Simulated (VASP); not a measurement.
Runs of VASP 6.6.1 on BaTe. The structure is that of space group Fm-3m (No. 225), or close to it. The cells are those of the table. 

```csv
level,cell,gap on the mesh (eV),pressure (GPa)
PBE,"a = 5.094 Å, angles 60.0°, 2 atoms",1.69,-1.2
r2SCAN,"a = 4.894 Å, angles 60.0°, 2 atoms",1.79,(b)
PBE,"a = 4.945 Å, angles 60.0°, 2 atoms",1.51,1.3
PBE,"a = 5.045 Å, angles 60.0°, 2 atoms",1.64,-0.5
PBE,"a = 4.996 Å, angles 60.0°, 2 atoms",1.58,0.3
r2SCAN,"a = 4.996 Å, angles 60.0°, 2 atoms",1.93,0.3
r2SCAN,"a = 5.045 Å, angles 60.0°, 2 atoms",1.99,(a)
r2SCAN,"a = 5.094 Å, angles 60.0°, 2 atoms",2.04,-1.3
PBE,"a = 4.894 Å, angles 60.0°, 2 atoms",1.44,(c)
r2SCAN,"a = 4.945 Å, angles 60.0°, 2 atoms",1.87,1.3
```

Alike in all rows: task single point; potentials or basis VASP PAW PBE potentials, release 64 (Ba_sv, Te); no spin polarisation; k mesh 6 × 6 × 6; cutoff (eV) 520; smearing gaussian 0.01 eV.

Task: Estimate the missing entries.

Result: (a) -0.6; (b) 2.5; (c) 2.4.

Caveats: spin-orbit coupling is left out, which moves the levels of the heavy elements; the PAW data sets were made with another functional, which shifts forces and pressure a little (at least some runs).

A k mesh can miss the band edges, and the runs leave out spin-orbit coupling on Ba, Te.
